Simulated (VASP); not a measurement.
# TaAs (I4_1md) in VASP: single point with r2SCAN

Aim: the single point of TaAs with r2SCAN.

Program: VASP 6.6.1. These are calculated values, not measurements. Logs are shortened: lines on timing, memory, paths and dates and some standing lists are left out, and cuts for length are marked.

## 1. The cell of the first run

Symmetry: I4_1md, No. 109, tetragonal system. The conventional cell has a = 3.442 Å, b = 3.442 Å, c = 11.713 Å, α = 90.00°, β = 90.00°, γ = 90.00°. Within 3.5 Å of Ta (site symmetry 2mm) lie 6 As at 2.61 to 2.62 Å and 8 Ta at 3.40 to 3.44 Å. Within 3.5 Å of As (site symmetry 2mm) lie 6 Ta at 2.61 to 2.62 Å and 8 As at 3.40 to 3.44 Å.

## 2. Single point, r2SCAN

POSCAR reads:

```
TaAs
1.0
   -1.7209377403      1.7209377403      5.8562931360
    1.7209377403     -1.7209377403      5.8562931360
    1.7209377403      1.7209377403     -5.8562931360
Ta As
2 2
Direct
    0.5000209916      1.0000209916      0.5000000000
    0.7500209916      0.7500209916      0.0000000000
    0.0825784284      0.5825784284      0.5000000000
    0.3325784284      0.3325784284      0.0000000000
```

INCAR.step1 reads:

```
  PREC = Accurate
  ENCUT = 520
  ISMEAR = 0
  SIGMA = 0.1
  LREAL = F
  LASPH = T
  NELM = 60
  NBANDS = 24
  GGA = PE
  ALGO = Normal
  EDIFF = 1E-4
  LWAVE = T
  LCHARG = F
```

INCAR.step2 reads:

```
  PREC = Accurate
  ENCUT = 520
  EDIFF = 1E-6
  ISMEAR = 0
  SIGMA = 0.1
  LREAL = F
  LASPH = T
  NELM = 60
  ALGO = Normal
  ISIF = 2
  LWAVE = F
  LCHARG = F
  METAGGA = R2SCAN
  LMIXTAU = T
  NBANDS = 24
  ISTART = 1
```

KPOINTS reads:

```
Automatic mesh
0
Gamma
  18 18 18
```

Potentials or basis: VASP PAW PBE potentials, release 64 (Ta_pv, As).

On the command line:

```bash
cat potpaw_PBE.64/Ta_pv/POTCAR potpaw_PBE.64/As/POTCAR > POTCAR
cp INCAR.step1 INCAR
mpirun -np 1 vasp_std > vasp.out
cp INCAR.step2 INCAR
mpirun -np 1 vasp_std > vasp.out
```

OUTCAR:

```text
PREC = Accurate
   ENCUT = 520
   EDIFF = 1E-6
   ISMEAR = 0
   LREAL = F
   LASPH = T
   NELM = 60
   ISIF = 2
   METAGGA = R2SCAN
   ISTART = 1

 ion  position               nearest neighbor table
   1  0.500  0.000  0.500-   4 2.61   4 2.61   3 2.62   3 2.62   3 2.62   3 2.62   2 3.40   2 3.40
                             2 3.40   2 3.40
   2  0.750  0.750  0.000-   3 2.61   3 2.61   4 2.62   4 2.62   4 2.62   4 2.62   1 3.40   1 3.40
                             1 3.40   1 3.40
   3  0.083  0.583  0.500-   2 2.61   2 2.61   1 2.62   1 2.62   1 2.62   1 2.62
   4  0.333  0.333  0.000-   1 2.61   1 2.61   2 2.62   2 2.62   2 2.62   2 2.62

  LATTYP: Found a body centered tetragonal cell.
 ALAT       =     3.4418754806
 C/A-ratio  =     3.4029663008

  Lattice vectors:

 A1 = (  -1.7209377403,   1.7209377403,   5.8562931360)
 A2 = (   1.7209377403,  -1.7209377403,   5.8562931360)
 A3 = (   1.7209377403,   1.7209377403,  -5.8562931360)

Analysis of symmetry for initial positions (statically):
=====================================================================
 Subroutine PRICEL returns:
 Original cell was already a primitive cell.

 Routine SETGRP: Setting up the symmetry group for a
 body centered tetragonal supercell.

 Subroutine GETGRP returns: Found  8 space group operations
 (whereof  4 operations were pure point group operations)
 out of a pool of 16 trial point group operations.

The static configuration has the point symmetry C_2v.
 The point group associated with its full space group is C_4v.

Analysis of symmetry for dynamics (positions and initial velocities):
=====================================================================
 Subroutine PRICEL returns:
 Original cell was already a primitive cell.

 Routine SETGRP: Setting up the symmetry group for a
 body centered tetragonal supercell.

 Subroutine GETGRP returns: Found  8 space group operations
 (whereof  4 operations were pure point group operations)
 out of a pool of 16 trial point group operations.

The dynamic configuration has the point symmetry C_2v.
 The point group associated with its full space group is C_4v.

 Subroutine INISYM returns: Found  8 space group operations
 (whereof  4 operations are pure point group operations),
 and found     1 'primitive' translations

----------------------------------------------------------------------------------------

                                     Primitive cell

  volume of cell :      69.3766
[... 93 lines left out ...]
   EDIFF  = 0.1E-05   stopping-criterion for ELM
   LREAL  =      F    real-space projection
   EDIFFG = 0.1E-04   stopping-criterion for IOM
   NSW    =      0    number of steps for IOM
   IBRION =     -1    ionic relax: 0-MD 1-quasi-New 2-CG
   NFREE  =      0    steps in history (QN), initial steepest desc. (CG)
   ISIF   =      2    stress and relaxation
   ISYM   =      2    0-nonsym 1-usesym 2-fastsym
   POTIM  = 0.5000    time-step for ionic-motion
   TEBEG  =    0.0;   TEEND  =   0.0 temperature during run
   PSTRESS=    0.0 pullay stress
   NELECT =      32.0000    total number of electrons
   NUPDOWN=      -1.0000    fix difference up-down
   EMIN   =  10.00;   EMAX   =-10.00  energy-range for DOS
   EFERMI =   0.00;   METHOD = LEGACY
   ISMEAR =     0;   SIGMA  =   0.10  broadening in eV -4-tet -1-fermi 0-gaus
   EFERMI_NEDOS =   21; number of points for ismear=-14 and -15
   IALGO  =     38    algorithm
   IMIX   =      4    mixing-type and parameters
     AMIX     =   0.40;   BMIX     =  1.00
     AMIX_MAG =   1.60;   BMIX_MAG =  1.00
  volume/ion in A,a.u.               =      17.34       117.04
  Fermi-wavevector in a.u.,A,eV,Ry     =   1.264893  2.390301 21.768699  1.599954
  Thomas-Fermi vector in A             =   2.398175
   LORBIT       =      0    0 simple, 1 ext, 2 COOP (PROOUT), +10 PAW based schemes
   METAGGA = R2SCAN    functional components
   LHFCALC =     F    Hartree Fock is set to
   AEXX    =    0.0000 exact exchange contribution
   IVDW    =     0    specifies the selected vdW correction
   LEPSILON=     F    determine dielectric tensor
   LRPA    =     F    only Hartree local field effects (RPA)
 non-spin polarized calculation
 Gauss-broadening in eV      SIGMA  =   0.10
  energy-cutoff  :      520.00
  volume of cell :       69.38
 maximum number of plane-waves:      1893
   NGX = 23   NGY = 23   NGZ = 23

 number of electron      32.0000003 magnetization

 Free energy of the ion-electron system (eV)
  ---------------------------------------------------
  ext. energy  EPLUGINS =         0.00000000
  ---------------------------------------------------
  free energy    TOTEN  =      -129.08742503 eV

  energy without entropy =     -129.08587827  energy(sigma->0) =     -129.08665165

 E-fermi :   6.9579     XC(G=0): -12.7463

 val. band max:        6.9496924845   @ k =  -0.1667  -0.4444   0.1667
 cond. band min:       6.9608364831   @ k =  -0.3333   0.4444   0.3333
 fundamental gap:      0.0111439986
 Fermi energy:         6.9579259337

 k-point     1 :       0.0000    0.0000    0.0000
  band No.  band energies     occupation
      1     -29.3539      2.00000
      2     -29.2983      2.00000
      3     -29.2983      2.00000
      4     -29.1482      2.00000
      5     -29.1482      2.00000
      6     -29.0968      2.00000
[... 637 lines left out ...]
     23      11.8378      0.00000
     24      12.6391      0.00000

 [... further k-points ...]

------------------------ aborting loop because EDIFF is reached ----------------------------------------

  FORCE on cell =-STRESS in cart. coord.  units (eV):
  Direction    XX          YY          ZZ          XY          YZ          ZX
  --------------------------------------------------------------------------------------
  -------------------------------------------------------------------------------------
  Total        0.2326364      0.2326364      0.1914672      0.0000000      0.0000000      0.0000000
  in kB        5.3724835      5.3724835      4.4217256      0.0000000      0.0000000      0.0000000
  external PRESSURE =       5.0555642 kB  Pullay stress =       0.0000000 kB

 VOLUME and BASIS-vectors are now :
 -----------------------------------------------------------------------------
  energy-cutoff  :      520.00
  volume of cell :       69.38
      direct lattice vectors                 reciprocal lattice vectors
    -1.720937740  1.720937740  5.856293136     0.000000000  0.290539273  0.085378240
     1.720937740 -1.720937740  5.856293136     0.290539273  0.000000000  0.085378240
     1.720937740  1.720937740 -5.856293136     0.290539273  0.290539273  0.000000000

 POSITION                                       TOTAL-FORCE (eV/Angst)
 -----------------------------------------------------------------------------------
      0.00000      1.72094      0.00025         0.000000      0.000000     -0.000995
      0.00000      0.00000      8.78469         0.000000      0.000000     -0.000995
      1.72094     -0.00000      0.96721         0.000000      0.000000      0.000995
      0.00000      0.00000      3.89535        -0.000000     -0.000000      0.000995
 -----------------------------------------------------------------------------------
    total drift:                               -0.000001     -0.000001      0.000297

  FREE ENERGIE OF THE ION-ELECTRON SYSTEM (eV)
  ---------------------------------------------------
  free  energy   TOTEN  =      -129.0874250336 eV

  energy  without entropy=     -129.0858782688  energy(sigma->0) =     -129.08665165
```

OUTCAR.step1:

```text
PREC = Accurate
   ENCUT = 520
   ISMEAR = 0
   LREAL = F
[... 881 lines left out ...]
      0.00000      1.72094      0.00025        -0.000000     -0.000000      0.022043
      0.00000      0.00000      8.78469         0.000000      0.000000      0.022043
      1.72094     -0.00000      0.96721        -0.000000      0.000000     -0.022043
      0.00000      0.00000      3.89535         0.000000     -0.000000     -0.022043
 -----------------------------------------------------------------------------------
    total drift:                                0.000000      0.000000     -0.000482

  FREE ENERGIE OF THE ION-ELECTRON SYSTEM (eV)
  ---------------------------------------------------
  free  energy   TOTEN  =       -35.1063043846 eV

  energy  without entropy=      -35.1046433829  energy(sigma->0) =      -35.10547388
```

OSZICAR.step1:

```text
N       E                     dE             d eps       ncg     rms          rms(c)
DAV:   1     0.239903344262E+03    0.23990E+03   -0.16553E+04 23088   0.129E+03
DAV:   2    -0.270102360726E+02   -0.26691E+03   -0.25515E+03 27104   0.349E+02
DAV:   3    -0.367593951544E+02   -0.97492E+01   -0.95368E+01 30392   0.609E+01
DAV:   4    -0.368870554293E+02   -0.12766E+00   -0.12752E+00 25976   0.714E+00
DAV:   5    -0.368885472722E+02   -0.14918E-02   -0.14913E-02 30376   0.686E-01    0.212E+01
DAV:   6    -0.352102311740E+02    0.16783E+01   -0.40723E+00 27536   0.127E+01    0.898E+00
DAV:   7    -0.351215944897E+02    0.88637E-01   -0.41135E-01 30520   0.414E+00    0.268E+00
DAV:   8    -0.351063918586E+02    0.15203E-01   -0.32454E-02 26016   0.870E-01    0.237E-01
DAV:   9    -0.351062749559E+02    0.11690E-03   -0.26571E-03 29192   0.283E-01    0.121E-01
DAV:  10    -0.351063043846E+02   -0.29429E-04   -0.29574E-04 23200   0.138E-01
   1 F= -.35106304E+02 E0= -.35105474E+02  d E =-.166100E-02
```

Run time: 2.6 h. Hardware: 1 thread of Oxide Virtual Turin-like, shared host; peak memory 0.87 GiB.

Results:

| Item | Value |
| --- | --- |
| Free energy | -129.0874 eV |
| Pressure | 0.5 GPa |
| Band gap on the k mesh | zero (bands 16 and 17 overlap by 0.05 eV) |

Caveat: the PAW data sets were made with another functional, which shifts forces and pressure a little; spin-orbit coupling is left out, which moves the levels of the heavy elements.
